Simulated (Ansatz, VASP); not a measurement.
## TaN in VASP and in Ansatz

Contents of INCAR:

```
PREC     = Accurate       # precision mode
ENCUT    = 700            # plane-wave cutoff, eV
EDIFF    = 1E-6           # SCF threshold, eV
ISMEAR   = 0              # smearing method
SIGMA    = 0.15           # smearing width, eV
LREAL    = False          # projectors in reciprocal space
LASPH    = True           # aspherical terms in the spheres
NELM     = 120            # most SCF steps
ALGO     = Normal         # electronic algorithm
ISIF     = 2              # what is computed and relaxed
LWAVE    = False          # write WAVECAR
LCHARG   = True           # write CHGCAR
LELF     = True           # ELF
LVHAR    = True         
NBANDS   = 16             # bands
GGA_COMPAT= False
```

The input KPOINTS:

```
Automatic mesh
0
Gamma
  18 18 18
```

Contents of POSCAR:

```
TaN
1.0
    0.0000000000      2.2323223663      2.1742693740
    2.2323223663      0.0000000000      2.1742693740
    2.2323223663      2.2323223663      0.0000000000
Ta N
1 1
Direct
    0.4978193580      0.5021806420      0.5021806420
    0.0281703825     -0.0281703825     -0.0281703825
```

Input for Ansatz:

```yaml
crystal:
  lattice:
    - [0.0, 2.2323223663, 2.174269374]
    - [2.2323223663, 0.0, 2.174269374]
    - [2.2323223663, 2.2323223663, 0.0]
  atoms:
    - { symbol: Ta, position: [0.497819358, 0.502180642, 0.502180642] }
    - { symbol: "N", position: [0.0281703825, -0.0281703825, -0.0281703825] }
basis:
  ecutwfc: 520.0
kpoints:
  mp_grid: { grid: [18, 18, 18] }
hamiltonian:
  xc: lda
scf:
  occupations: { method: gaussian, width: 0.15 }
output:
  forces: true
  stress: true
  eigenvalues: true
```

Change from the starting cell: mode 4 frozen in at -0.122 Å, equal normal strain along x and y +0.0267.

Alike in both runs: task single point; functional LDA; k mesh 18 × 18 × 18; occupations gaussian, width 0.15 eV; no spin polarisation.

```csv
,VASP,Ansatz
version,VASP 6.6.1,Ansatz 0.2.0
potentials or method,"VASP PAW LDA potentials, release 64 (Ta_sv_GW, N), cutoff 700 eV","scalar-relativistic, plane waves, PAW"
valence electrons in the cell,18,18
```

VASP gave:

- gap on the k mesh at the Fermi level (eV): none
- pressure (GPa): -13.6
- traceless stress, the component that is largest in VASP (GPa): -7.63
- rms of the force components (eV/Å): 0.486

Problem. What did Ansatz give for the same quantities?

Solution. gap on the k mesh at the Fermi level (eV): none; pressure (GPa): -14.5; traceless stress, the component that is largest in VASP (GPa): -7.54; rms of the force components (eV/Å): 0.474.

LDA's correlation is that of Perdew and Zunger in VASP and of Perdew and Wang (1992) in Ansatz. Atom by atom the forces differ by 0.012 eV/Å (rms over components). A gap of «none» marks a metal or a gap that the smearing closes.

Spin-orbit coupling is off throughout.
